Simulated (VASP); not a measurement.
# Zn: single point with PBE

Crystal: Zn.

```
Zn
1.0
     4.33837    0.00000    0.00000
    -2.16919    3.75714    0.00000
     0.00000    0.00000    2.64591
Zn
3
Direct
  0.00000 0.00000 0.00000
  0.33333 0.66667 0.50000
  0.66667 0.33333 0.50000
```

This cell differs from its parent crystal: volume scaled by 0.92.

```yaml
Program: VASP 6.6.1
Task: single point
Functional: PBE
Potentials_or_basis: VASP PAW PBE potentials, release 64 (Zn)
Cutoff: 520 eV
k_mesh: 9 × 9 × 12
Occupations: fermi-dirac, width 0.1 eV
Spin: no spin polarisation
Dipole_correction: no
Further_INCAR_settings: ALGO = Normal; EDIFF = 1e-06; NBANDS = 25
```

The pressure is 6.7 GPa and the band gap on the k mesh is zero (band 18 reaches 8.02 eV, above the bottom of band 19 at 2.70 eV).

Levels at points of the mesh, in eV from the Fermi level:
```
           k point  band 16  band 17  band 18  band 19  band 20  band 21
(0.00, 0.00, 0.00)    -7.25     0.60     0.60     0.64     0.64     1.08
(0.00, 0.00, 0.50)    -4.63    -4.56     4.31     4.31     4.36     5.10
```

It took 2.4 min on 1 thread of AMD EPYC 7R13, on a shared host, peak memory 0.17 GiB.
